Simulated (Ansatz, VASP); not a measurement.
**One calculation of Ba2ZnC2, two programs**

POSCAR

```
Ba2ZnC2
1.0
    0.0000000000      4.1000710000      0.0000000000
    4.1000710000      0.0000000000      0.0000000000
    2.0500350000      2.0500350000     -6.4458600000
Ba Zn C
2 1 2
Direct
    0.3443000000      0.3443000000      0.3114000000
    0.6557000000      0.6557000000      0.6886000000
    0.0000000000      0.0000000000      0.0000000000
    0.1411000000      0.1411000000      0.7178000000
    0.8589000000      0.8589000000      0.2822000000
```

File INCAR.step1:

```
ALGO = Normal
EDIFF = 1E-4
ENCUT = 520
GGA = PE
ISMEAR = -1
LASPH = T
LCHARG = F
LREAL = F
LWAVE = T
NBANDS = 28
NELM = 100
PREC = Accurate
SIGMA = 0.1
```

The input INCAR.step2:

```
ALGO = Normal
EDIFF = 1E-6
ENCUT = 520
ISIF = 2
ISMEAR = -1
ISTART = 1
LASPH = T
LCHARG = F
LMIXTAU = T
LREAL = F
LWAVE = F
METAGGA = R2SCAN
NBANDS = 28
NELM = 100
PREC = Accurate
SIGMA = 0.1
```

KPOINTS

```
k-points
0
Gamma
  5 5 5
```

Input for Ansatz:

```yaml
crystal:
  lattice:
    - [0.0, 4.100071, 0.0]
    - [4.100071, 0.0, 0.0]
    - [2.050035, 2.050035, -6.44586]
  atoms:
    - { symbol: Ba, position: [0.3443, 0.3443, 0.3114] }
    - { symbol: Ba, position: [0.6557, 0.6557, 0.6886] }
    - { symbol: Zn, position: [0.0, 0.0, 0.0] }
    - { symbol: C, position: [0.1411, 0.1411, 0.7178] }
    - { symbol: C, position: [0.8589, 0.8589, 0.2822] }
  symmetry: { tolerance: 0.0003 }
kpoints:
  mp_grid: { grid: [5, 5, 5], shift: [0, 0, 0] }
magnetization:
  spin_polarized: false
scf:
  occupations: { method: fermi_dirac }
hamiltonian:
  pseudopotentials: { kind: paw }
  xc: r2scan
basis:
  ecutwfc: 500
output:
  forces: true
  stress: true
  eigenvalues: true
```

Alike in both runs: task single point; functional r2SCAN; k mesh 5 × 5 × 5; no spin polarisation.

|  | VASP | Ansatz |
| --- | --- | --- |
| version | VASP 6.6.1 | Ansatz 0.2.0 |
| potentials or method | VASP PAW PBE potentials, release 64 (Ba_sv, Zn, C), cutoff 520 eV | PAW plane waves |
| occupations | fermi-dirac, width 0.1 eV | fermi-dirac |
| valence electrons in the cell | 40 | 40 |

Ansatz gave:

```
gap on the k mesh at the Fermi level (eV)                     : none
pressure (GPa)                                                : 7.6
traceless stress, the component that is largest in VASP (GPa) : 6.53
rms of the force components (eV/Å)                            : 0.400
```

Question: Which values does VASP return?

Answer: gap on the k mesh at the Fermi level (eV): none; pressure (GPa): 9.1; traceless stress, the component that is largest in VASP (GPa): 7.27; rms of the force components (eV/Å): 0.466.

VASP's potentials were made for PBE, not for r2SCAN. Atom by atom the forces differ by 0.074 eV/Å (rms over components). A gap of «none» marks a metal or a gap that the smearing closes.

Spin-orbit coupling is off throughout.
